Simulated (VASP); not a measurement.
Here is a VASP 6.6.1 calculation.

INCAR

```
PREC = Accurate
ENCUT = 600
EDIFF = 1E-6
ISMEAR = -1
SIGMA = 0.05
LREAL = F
LASPH = T
NELM = 200
ALGO = Normal
ISIF = 2
LWAVE = F
LCHARG = F
ISPIN = 2
MAGMOM = 0.25 0.25 0.25 0.25 0.25 0.25 0.25 0.25 0.25 0.25 0.25 0.25 0.25 0.25 0.25 0.25
LORBIT = 11
GGA = PS
NBANDS = 60
GGA_COMPAT = F
```

The input KPOINTS:

```
Automatic mesh
0
Gamma
  2 2 2
  0.5 0.5 0.5
```

The input POSCAR:

```
Be3ZnSe4
1.0
   10.5099190000      0.0000000000      0.0000000000
    0.0000000000      5.2549590000      0.0000000000
    0.0000000000      0.0000000000      5.2549590000
Be Zn Se
6 2 8
Direct
    0.0024890000      0.9823270000      0.9979150000
    0.2464790000      0.5161890000      0.0046810000
    0.7448120000      0.5008950000      0.0066370000
    0.2505640000      0.9947730000      0.5008560000
    0.7441980000      0.9905040000      0.4867760000
    0.5031610000      0.5051010000      0.5076620000
    0.5042760000      0.9996950000      0.9943820000
    0.9958880000      0.5016420000      0.4969110000
    0.1181470000      0.2370180000      0.2442390000
    0.6212820000      0.2533030000      0.2432030000
    0.3706050000      0.7382680000      0.2563780000
    0.8813920000      0.7494840000      0.2415030000
    0.3823930000      0.2472720000      0.7536530000
    0.8799410000      0.2465370000      0.7375980000
    0.1244570000      0.7494510000      0.7617730000
    0.6251720000      0.7513560000      0.7580930000
```

Potentials or basis: VASP PAW PBE potentials, release 64 (Be, Zn, Se).

Command:

```console
$ cat potpaw_PBE.64/Be/POTCAR potpaw_PBE.64/Zn/POTCAR potpaw_PBE.64/Se/POTCAR > POTCAR
$ mpirun -np 1 vasp_std > vasp.out
```

**Question.** Estimate the pressure.

**Answer.** 2.8 GPa.

**Question.** What does it give for the largest force?

**Answer.** 3.255 eV/Å.

**Question.** Predict the net moment.

**Answer.** 0.00 μB per cell.

Forces in eV/Å, atoms in the order of the input:
```
Be  -0.263  0.780 -0.182
Be   0.103 -1.009  0.014
Be   0.744 -0.223 -0.363
Be  -0.079  0.276  0.095
Be   0.576  0.385  0.197
Be  -0.282 -0.289 -0.085
Zn  -1.019 -0.502  0.962
Zn   1.065  0.055  0.077
Se   1.602 -0.531 -0.677
Se   1.416  1.132  1.732
Se  -0.183 -0.184  0.730
Se  -2.171  1.104 -1.076
Se  -2.030  1.550 -1.488
Se  -2.109 -1.658  1.843
Se   1.069  0.660  0.027
Se   1.562 -1.547 -1.806
```

Caveat: the k points lie up to 0.60 Å⁻¹ apart; the PAW data sets were made with another functional, which shifts forces and pressure a little.
